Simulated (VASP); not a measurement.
The system is Ga2SnSe4.

```
CELL_PARAMETERS angstrom
-2.85000 2.85000 5.25000
2.85000 -2.85000 5.25000
2.85000 2.85000 -5.25000
ATOMIC_POSITIONS crystal
Ga 0.50000 0.50000 0.00000
Ga 0.25000 0.75000 0.50000
Sn 0.00000 0.00000 0.00000
Se 0.12500 0.13500 0.53000
Se 0.60500 0.59500 0.47000
Se 0.40500 0.87500 0.01000
Se 0.86500 0.39500 0.99000
```

| Quantity | Value |
| --- | --- |
| Program | VASP 6.6.1 |
| Task | relaxation of cell and atoms |
| Functional | PBE |
| Potentials or basis | VASP PAW PBE potentials, release 64 (Ga_d, Sn_d, Se) |
| Cutoff | 600 eV |
| k mesh | 3 × 3 × 3 |
| Occupations | gaussian, width 0.15 eV |
| Spin | no spin polarisation |

At the start: pressure 13.5 GPa; volume 24.37 Å³/atom.

Question: Where does the relaxation end?

Answer: Over 25 steps the energy falls by 302.2 meV/atom and the volume is 27.63 Å³/atom (+13.4 %); space group I-4 (No. 82, to 0.1 Å) before and after.

The path:
```csv
step,energy change (eV),largest force (eV/Å),pressure (GPa),volume (Å³)
1,0.0000,1.7985,13.46,170.57
2,-1.4276,0.9368,-3.51,226.24
3,-1.6208,0.9290,-0.59,209.29
4,-1.7677,0.6719,-0.43,208.69
5,-1.9218,0.1165,0.25,207.30
6,-1.9226,0.1201,0.32,207.19
7,-1.9488,0.1419,-0.15,209.57
8,-1.9741,0.1991,-1.14,214.82
9,-1.9858,0.1803,-1.06,214.43
10,-2.0159,0.1277,-0.80,213.21
11,-2.0537,0.1146,-0.30,210.46
12,-2.0365,0.4309,0.80,203.66
13,-2.0618,0.2094,0.08,208.28
14,-2.0691,0.1596,-0.11,208.26
15,-2.0763,0.0780,-0.68,208.06
16,-2.0767,0.0772,-0.54,208.13
17,-2.0841,0.1061,-0.28,205.70
18,-2.0879,0.1410,0.02,203.04
19,-2.0882,0.1531,0.12,202.13
20,-2.0928,0.1366,0.04,201.42
21,-2.1002,0.1376,-0.20,199.26
22,-2.1067,0.1157,0.13,197.05
23,-2.1086,0.1142,0.54,194.53
24,-2.1111,0.0981,0.49,194.25
25,-2.1155,0.0533,0.35,193.40
```

Final structure:
```yaml
crystal:
  lattice:
    - [-3.34563, 3.34563, 4.31950]
    - [3.34563, -3.34563, 4.31950]
    - [3.34563, 3.34563, -4.31950]
  atoms:
    - { symbol: Ga, position: [0.50000, 0.50000, 0.00000] }
    - { symbol: Ga, position: [0.25000, 0.75000, 0.50000] }
    - { symbol: Sn, position: [0.00000, 0.00000, 0.00000] }
    - { symbol: Se, position: [0.13867, 0.12032, 0.57071] }
    - { symbol: Se, position: [0.54961, 0.56797, 0.42929] }
    - { symbol: Se, position: [0.43203, 0.86133, 0.98164] }
    - { symbol: Se, position: [0.87968, 0.45039, 0.01836] }
```

Caveat: the relaxation stopped at a loose force limit of 0.08 eV/Å, so its end isn't a converged minimum.
